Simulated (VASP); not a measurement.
# CdW2 (P6/mmm) in VASP: further runs

The runs below take CdW2 through single point, relaxation of cell and atoms, with PBE.

All numbers are computed with VASP 6.6.1; they aren't measurements. Logs are shortened: lines on timing, memory, paths and dates and some standing lists are left out, and cuts for length are marked.

## 1. The cell of the first run

The structure is hexagonal, space group P6/mmm (No. 191). Conventional cell: a = 4.396 Å, b = 4.396 Å, c = 3.092 Å, α = 90.00°, β = 90.00°, γ = 120.00°. Within 3.9 Å of Cd (site symmetry 6/mmm) lie 12 W at 2.97 Å and 2 Cd at 3.09 Å. W (site symmetry -6m2) has 5 W at 2.54 to 3.09 Å and 6 Cd at 2.97 Å within 3.3 Å.

## 2. Single point, PBE

INCAR

```
SYSTEM = CdW2
PREC = Accurate ; ENCUT = 520
EDIFF = 1E-6 ; ISMEAR = 0
SIGMA = 0.1 ; LREAL = .FALSE.
LASPH = .TRUE. ; NELM = 100
ALGO = Normal ; ISIF = 2
LWAVE = .FALSE. ; LCHARG = .FALSE.
GGA = PE ; NBANDS = 27
```

KPOINTS

```
Automatic mesh
0
G
  6 6 6
  0 0 0
```

POSCAR

```
CdW2
1.0
    4.3956105114      0.0000000000      0.0000000000
   -2.1978052558      3.8067103681      0.0000000000
    0.0000000000      0.0000000000      3.0917150724
Cd W
1 2
Direct
    0.0000000000      0.0000000000      0.0000000000
    0.3333333333      0.6666666667      0.5000000000
    0.6666666667      0.3333333333      0.5000000000
```

Potentials or basis: VASP PAW PBE potentials, release 64 (Cd, W_sv).

Run with:

```bash
> cat potpaw_PBE.64/Cd/POTCAR potpaw_PBE.64/W_sv/POTCAR > POTCAR
> mpirun -np 1 vasp_std > vasp.out
```

OUTCAR:

```text
SYSTEM = CdW2
   PREC = Accurate
   ENCUT = 520
   EDIFF = 1E-6
   ISMEAR = 0
   LREAL = .FALSE.
   LASPH = .TRUE.
   NELM = 100
   ISIF = 2
   GGA = PE

 ion  position               nearest neighbor table
   1  0.000  0.000  0.000-   2 2.97   3 2.97   2 2.97   3 2.97   3 2.97   3 2.97   2 2.97   2 2.97
                             3 2.97   3 2.97   2 2.97   2 2.97
   2  0.333  0.667  0.500-   3 2.54   3 2.54   3 2.54   1 2.97   1 2.97   1 2.97   1 2.97   1 2.97
                             1 2.97
   3  0.667  0.333  0.500-   2 2.54   2 2.54   2 2.54   1 2.97   1 2.97   1 2.97   1 2.97   1 2.97
                             1 2.97

  LATTYP: Found a hexagonal cell.
 ALAT       =     4.3956105114
 C/A-ratio  =     0.7033642003

  Lattice vectors:

 A1 = (   4.3956105114,   0.0000000000,   0.0000000000)
 A2 = (  -2.1978052558,   3.8067103681,   0.0000000000)
 A3 = (   0.0000000000,   0.0000000000,   3.0917150724)

Analysis of symmetry for initial positions (statically):
=====================================================================
 Subroutine PRICEL returns:
 Original cell was already a primitive cell.

 Routine SETGRP: Setting up the symmetry group for a
 hexagonal supercell.

 Subroutine GETGRP returns: Found 24 space group operations
 (whereof 24 operations were pure point group operations)
 out of a pool of 24 trial point group operations.

The static configuration has the point symmetry D_6h.

Analysis of symmetry for dynamics (positions and initial velocities):
=====================================================================
 Subroutine PRICEL returns:
 Original cell was already a primitive cell.

 Routine SETGRP: Setting up the symmetry group for a
 hexagonal supercell.

 Subroutine GETGRP returns: Found 24 space group operations
 (whereof 24 operations were pure point group operations)
 out of a pool of 24 trial point group operations.

The dynamic configuration has the point symmetry D_6h.

 Subroutine INISYM returns: Found 24 space group operations
 (whereof 24 operations are pure point group operations),
 and found     1 'primitive' translations

----------------------------------------------------------------------------------------

                                     Primitive cell

  volume of cell :      51.7331

  direct lattice vectors                    reciprocal lattice vectors
     4.395610511  0.000000000  0.000000000     0.227499683  0.131347003  0.000000000
    -2.197805256  3.806710368  0.000000000     0.000000000  0.262694007  0.000000000
     0.000000000  0.000000000  3.091715072     0.000000000  0.000000000  0.323445071

[... 86 lines left out ...]
   LREAL  =      F    real-space projection
   EDIFFG = 0.1E-04   stopping-criterion for IOM
   NSW    =      0    number of steps for IOM
   IBRION =     -1    ionic relax: 0-MD 1-quasi-New 2-CG
   NFREE  =      0    steps in history (QN), initial steepest desc. (CG)
   ISIF   =      2    stress and relaxation
   ISYM   =      2    0-nonsym 1-usesym 2-fastsym
   POTIM  = 0.5000    time-step for ionic-motion
   TEBEG  =    0.0;   TEEND  =   0.0 temperature during run
   PSTRESS=    0.0 pullay stress
   NELECT =      40.0000    total number of electrons
   NUPDOWN=      -1.0000    fix difference up-down
   EMIN   =  10.00;   EMAX   =-10.00  energy-range for DOS
   EFERMI =   0.00;   METHOD = LEGACY
   ISMEAR =     0;   SIGMA  =   0.10  broadening in eV -4-tet -1-fermi 0-gaus
   EFERMI_NEDOS =   21; number of points for ismear=-14 and -15
   IALGO  =     38    algorithm
   IMIX   =      4    mixing-type and parameters
     AMIX     =   0.40;   BMIX     =  1.00
     AMIX_MAG =   1.60;   BMIX_MAG =  1.00
  volume/ion in A,a.u.               =      17.24       116.37
  Fermi-wavevector in a.u.,A,eV,Ry     =   1.502584  2.839471 30.718658  2.257758
  Thomas-Fermi vector in A             =   2.613805
   LORBIT       =      0    0 simple, 1 ext, 2 COOP (PROOUT), +10 PAW based schemes
   GGA     = PE    functional components
   LHFCALC =     F    Hartree Fock is set to
   AEXX    =    0.0000 exact exchange contribution
   IVDW    =     0    specifies the selected vdW correction
   LEPSILON=     F    determine dielectric tensor
   LRPA    =     F    only Hartree local field effects (RPA)
 non-spin polarized calculation
 Gauss-broadening in eV      SIGMA  =   0.10
  energy-cutoff  :      520.00
  volume of cell :       51.73
 maximum number of plane-waves:      1428
 NGX is ok and might be reduce to    36
   NGX = 17   NGY = 17   NGZ = 11

 number of electron      40.0000009 magnetization

 Free energy of the ion-electron system (eV)
  ---------------------------------------------------
  ext. energy  EPLUGINS =         0.00000000
  ---------------------------------------------------
  free energy    TOTEN  =       -23.69978693 eV

  energy without entropy =      -23.67123997  energy(sigma->0) =      -23.68551345

 E-fermi :   8.0585     XC(G=0): -12.8154

 val. band max:        8.0515066234   @ k =   0.0000   0.0000   0.3333
 cond. band min:       8.0595385807   @ k =   0.3333   0.1667   0.5000
 fundamental gap:      0.0080319573
 Fermi energy:         8.0585006578

 k-point     1 :       0.0000    0.0000    0.0000
  band No.  band energies     occupation
      1     -65.6902      2.00000
      2     -65.4684      2.00000
      3     -30.4201      2.00000
      4     -30.4201      2.00000
      5     -29.8801      2.00000
      6     -29.5979      2.00000
[... 709 lines left out ...]
     26      13.4773      0.00000
     27      14.6418      0.00000

 [... further k-points ...]

------------------------ aborting loop because EDIFF is reached ----------------------------------------

  FORCE on cell =-STRESS in cart. coord.  units (eV):
  Direction    XX          YY          ZZ          XY          YZ          ZX
  --------------------------------------------------------------------------------------
  -------------------------------------------------------------------------------------
  Total        6.8522283      6.8522283     -2.5305835     -0.0000000      0.0000000      0.0000000
  in kB      212.2139396    212.2139396    -78.3723285     -0.0000000      0.0000000      0.0000000
  external PRESSURE =     115.3518502 kB  Pullay stress =       0.0000000 kB

 VOLUME and BASIS-vectors are now :
 -----------------------------------------------------------------------------
  energy-cutoff  :      520.00
  volume of cell :       51.73
      direct lattice vectors                 reciprocal lattice vectors
     4.395610511  0.000000000  0.000000000     0.227499683  0.131347003  0.000000000
    -2.197805256  3.806710368  0.000000000     0.000000000  0.262694007  0.000000000
     0.000000000  0.000000000  3.091715072     0.000000000  0.000000000  0.323445071

 POSITION                                       TOTAL-FORCE (eV/Angst)
 -----------------------------------------------------------------------------------
      0.00000      0.00000      0.00000         0.000000      0.000000     -0.000000
     -0.00000      2.53781      1.54586         0.000000     -0.000000      0.000000
      2.19781      1.26890      1.54586        -0.000000      0.000000     -0.000000
 -----------------------------------------------------------------------------------
    total drift:                                0.000000     -0.000000     -0.000000

  FREE ENERGIE OF THE ION-ELECTRON SYSTEM (eV)
  ---------------------------------------------------
  free  energy   TOTEN  =       -23.6997869260 eV

  energy  without entropy=      -23.6712399726  energy(sigma->0) =      -23.68551345
```

Run time: 27 s. Hardware: 1 thread of Oxide Virtual Turin-like, shared host; peak memory 0.16 GiB.

What came out:

| Quantity | Value |
| --- | --- |
| Free energy | -23.6998 eV |
| Pressure | 11.5 GPa |
| Band gap on the k mesh | zero (bands 20 and 21 overlap by 1.44 eV) |

Stress tensor (GPa, compression positive):
```
21.22  0.00  0.00
 0.00 21.22  0.00
 0.00  0.00 -7.84
```

Caveat: the stress differs along the axes, from -8 to 21 GPa; spin-orbit coupling is left out, which moves the levels of the heavy elements.

## 3. Single point, PBE

This run uses another cell than the first one, of 17.53 Å³/atom.

INCAR

```
SYSTEM = CdW2
PREC = Accurate
ENCUT = 520
EDIFF = 1E-6
ISMEAR = 0
SIGMA = 0.1
LREAL = .False.
LASPH = .True.
NELM = 100
ALGO = Normal
ISIF = 2
LWAVE = .False.
LCHARG = .False.
GGA = PE
NBANDS = 27
```

KPOINTS

```
regular mesh
0
Gamma
  6 6 6
  0 0 0
```

POSCAR

```
CdW2
1.0
    4.7091521848      0.0000000001      0.0000000000
   -2.3545760925      4.0782454223      0.0000000000
    0.0000000000      0.0000000000      2.7390965935
Cd W
1 2
Direct
    0.0000000000      0.0000000000      0.0000000000
    0.3333333333      0.6666666667      0.5000000000
    0.6666666667      0.3333333333      0.5000000000
```

Potentials or basis: VASP PAW PBE potentials, release 64 (Cd, W_sv).

Run with:

```bash
> cat potpaw_PBE.64/Cd/POTCAR potpaw_PBE.64/W_sv/POTCAR > POTCAR
> mpirun -np 1 vasp_std > vasp.out
```

Wall time 18 s (1 thread of Oxide Virtual Turin-like, shared host); peak memory 0.15 GiB.

Results (log left out):

| Property | Result |
| --- | --- |
| Free energy | -24.5472 eV |
| Pressure | 0.5 GPa |
| Band gap on the k mesh | zero (bands 20 and 21 overlap by 1.18 eV) |

Stress tensor (GPa, compression positive):
```
0.34 0.00 0.00
0.00 0.34 0.00
0.00 0.00 0.85
```

Levels at points of the mesh, in eV from the Fermi level:
```
           k point  band 18  band 19  band 20  band 21  band 22  band 23
(0.00, 0.00, 0.00)    -3.18    -1.33    -1.33     1.35     1.35     2.86
(0.50, 0.00, 0.00)    -2.90    -2.42    -0.82     1.22     1.51     1.95
(0.00, 0.00, 0.50)    -1.35    -1.35    -0.08    -0.08     0.25     0.25
(0.50, 0.00, 0.50)    -1.83    -1.38    -1.30     0.42     2.43     2.82
```

Caveat: the k points lie up to 0.38 Å⁻¹ apart, too coarse for converged energies and pressures of a metal; spin-orbit coupling is left out, which moves the levels of the heavy elements.

## 4. Relaxation of cell and atoms, PBE

INCAR

```
SYSTEM = CdW2
PREC = Accurate
ENCUT = 600
EDIFF = 1E-7
ISMEAR = 0
SIGMA = 0.1
LREAL = .False.
LASPH = .True.
NELM = 60
ALGO = Fast
ISIF = 3
LWAVE = .False.
LCHARG = .False.
GGA = PE
IBRION = 2
NSW = 90
EDIFFG = -0.04
```

KPOINTS is that of step 3.

POSCAR

```
CdW2
1.0
    4.3956105114      0.0000000000      0.0000000000
   -2.1978052558      3.8067103681      0.0000000000
    0.0000000000      0.0000000000      3.0917150724
Cd W
1 2
Direct
    0.0000000000      0.0000000000      0.0000000000
    0.3333333333      0.6666666667      0.5000000000
    0.6666666667      0.3333333333      0.5000000000
```

Run with:

```bash
> cat potpaw_PBE.64/Cd/POTCAR potpaw_PBE.64/W_sv/POTCAR > POTCAR
> mpirun -np 1 vasp_std > vasp.out
```

Run time: 10 min. Hardware: 1 thread of Oxide Virtual Turin-like, shared host; peak memory 0.19 GiB.

It converged, with:

```
Free energy                           : -24.5466 eV
Relaxed volume                        : 17.58 Å³/atom
Relaxed cell                          : a = 4.711 Å, b = 4.711 Å, c = 2.744 Å, α = 90.00°, β = 90.00°, γ = 120.00°
Space group after relaxing (to 0.1 Å) : P6/mmm (No. 191)
Energy gained by relaxing             : 282.3 meV/atom
Ionic steps                           : 10
Pressure after relaxing               : 0.0 GPa
Band gap on the k mesh                : zero (bands 20 and 21 overlap by 1.17 eV)
```

Stress tensor (GPa, compression positive):
```
0.01 0.00 0.00
0.00 0.01 0.00
0.00 0.00 0.09
```

Step by step:
```
step  energy change (eV)  largest force (eV/Å)  pressure (GPa)  volume (Å³)
   1              0.0000                0.0000           11.56        51.73
   2             -0.1903                0.0000          -20.41        61.19
   3             -0.4130                0.0000          -10.28        57.02
   4             -0.6541                0.0000           -2.36        53.64
   5             -0.7876                0.0000           -7.07        54.83
   6             -0.7872                0.0000           -7.69        55.04
   7             -0.7087                0.0000           14.02        49.63
   8             -0.8466                0.0000           -0.22        52.81
   9             -0.8467                0.0000           -0.04        52.76
  10             -0.8468                0.0000            0.03        52.74
```

Final structure:
```xyz
3
Lattice="4.7105 0.0000 0.0000 -2.3553 4.0794 0.0000 0.0000 0.0000 2.7444" Properties=species:S:1:pos:R:3 pbc="T T T"
Cd    0.0000    0.0000    2.7444
W     0.0000    2.7196    1.3722
W     2.3553    1.3598    1.3722
```

Levels at points of the mesh, in eV from the Fermi level:
```
           k point  band 18  band 19  band 20  band 21  band 22  band 23
(0.00, 0.00, 0.00)    -3.17    -1.32    -1.32     1.32     1.32     3.37
(0.50, 0.00, 0.00)    -2.89    -2.41    -0.81     1.20     1.48     1.95
(0.00, 0.00, 0.50)    -1.34    -1.34    -0.09    -0.09     0.24     0.24
(0.50, 0.00, 0.50)    -1.84    -1.38    -1.30     0.43     2.43     2.81
```

Caveat: spin-orbit coupling is left out, which moves the levels of the heavy elements.

## 5. Single point, PBE

This run uses another cell than the first one, of 17.56 Å³/atom.

INCAR

```
SYSTEM = CdW2
  PREC = Accurate
  ENCUT = 520
  EDIFF = 1E-6
  ISMEAR = 0
  SIGMA = 0.1
  LREAL = .False.
  LASPH = .True.
  NELM = 80
  ALGO = Fast
  ISIF = 2
  LWAVE = .False.
  LCHARG = .True.
  GGA = PE
  LELF = .True.
  LVHAR = .True.
  NBANDS = 27
```

KPOINTS

```
Automatic mesh
0
Gamma
  12 12 16
  0 0 0
```

POSCAR

```
CdW2
1.0
    4.6994141035      0.0000000000      0.0000000000
   -2.3497070517      4.0698119965      0.0000000000
    0.0000000000      0.0000000000      2.7548298678
Cd W
1 2
Direct
    0.0000000000      0.0000000000      0.0000000000
    0.3333333333      0.6666666667      0.5000000000
    0.6666666667      0.3333333333      0.5000000000
```

Run with:

```bash
> cat potpaw_PBE.64/Cd/POTCAR potpaw_PBE.64/W_sv/POTCAR > POTCAR
> mpirun -np 1 vasp_std > vasp.out
```

Wall time 4.3 min (1 thread of Oxide Virtual Turin-like, shared host); peak memory 0.3 GiB.

It converged, with:

```yaml
Free_energy: -24.4716 eV
Pressure: 0.8 GPa
Band_gap_on_the_k_mesh: zero (bands 20 and 21 overlap by 1.31 eV)
```

Levels at points of the mesh, in eV from the Fermi level:
```tsv
k point	band 16	band 17	band 18	band 19	band 20	band 21	band 22	band 23	band 24	band 25
(0.00, 0.00, 0.00)	-3.23	-3.23	-3.18	-1.36	-1.36	1.23	1.23	2.82	3.32	3.32
(0.50, 0.00, 0.00)	-3.92	-3.05	-2.95	-2.43	-0.86	1.10	1.38	1.92	2.69	2.77
(0.00, 0.00, 0.50)	-3.14	-2.32	-1.36	-1.36	-0.15	-0.15	0.16	0.16	4.25	5.71
(0.50, 0.00, 0.50)	-3.15	-2.72	-1.92	-1.47	-1.39	0.46	2.38	2.78	4.06	4.25
```

Caveat: spin-orbit coupling is left out, which moves the levels of the heavy elements.

(Continued in part 2 of 2.)

The gap in the log of VASP goes by the Fermi energy; the results here count the filled bands.